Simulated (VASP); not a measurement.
Runs of VASP 6.6.1 on AlN. The structure is that of space group P6_3/mmc (No. 194), or close to it. The cells are those of the table. 

```tsv
cell	gap on the mesh (eV)	pressure (GPa)
a = 3.258, b = 3.258, c = 4.118 Å, angles 90.0, 90.0, 120.0°, 4 atoms	3.68	(b)
a = 3.286, b = 3.286, c = 4.153 Å, angles 90.0, 90.0, 120.0°, 4 atoms	(a)	5.3
a = 3.396, b = 3.396, c = 4.292 Å, angles 90.0, 90.0, 120.0°, 4 atoms	2.70	-13.4
a = 3.341, b = 3.341, c = 4.222 Å, angles 90.0, 90.0, 120.0°, 4 atoms	3.08	(c)
```

Alike in all rows: task single point; level PBE; potentials or basis VASP PAW PBE potentials, release 64 (Al, N); no spin polarisation; k mesh 9 × 9 × 6; cutoff (eV) 520; smearing gaussian 0.05 eV.

Task: Estimate the missing entries.

Result: (a) 3.45; (b) 12.2; (c) -5.1.

A k mesh can miss the band edges.
